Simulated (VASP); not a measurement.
Input of a VASP 6.6.1 run:

File INCAR:

```
ALGO = Normal ; EDIFF = 1E-6
ENCUT = 520 ; GGA = PE
ISIF = 2 ; ISMEAR = 0
LASPH = True ; LCHARG = True
LELF = True ; LREAL = False
LVHAR = True ; LWAVE = False
NBANDS = 46 ; NELM = 100
PREC = Accurate ; SIGMA = 0.1
```

KPOINTS

```
k-points
0
Gamma
  10 10 4
```

File POSCAR:

```
NbP
1.0
    3.3135763757      0.0000000000      0.0000000000
    0.0000000000      3.3571910771      0.0000000000
    0.0000000000      0.0000000000     11.4753514580
Nb P
4 4
Direct
    0.5000000000      0.5000000000     -0.0003550605
    0.0000000000      0.5000000000      0.7500541567
    0.0000000000      0.0000000000      0.4996449395
    0.5000000000      0.0000000000      0.2500541567
    0.0000000000      0.0000000000      0.0825652160
    0.5000000000      0.0000000000      0.8329928378
    0.5000000000      0.5000000000      0.5825652160
    0.0000000000      0.5000000000      0.3329928378
```

Potentials or basis: VASP PAW PBE potentials, release 64 (Nb_sv, P).

Run with:

```sh
$ cat potpaw_PBE.64/Nb_sv/POTCAR potpaw_PBE.64/P/POTCAR > POTCAR
$ mpirun -np 1 vasp_std > vasp.out
```

Question: Predict the pressure.

Answer: 0.4 GPa.

Question: Predict the band gap on the k mesh.

Answer: Zero (bands 36 and 37 overlap by 0.22 eV).

Stress tensor (GPa, compression positive):
```
 1.84  0.00  0.00
 0.00 -0.40  0.00
 0.00  0.00 -0.37
```

Caveat: the cell differs from its parent crystal (uniaxial strain along a: -1.0 %, then relaxed in part).
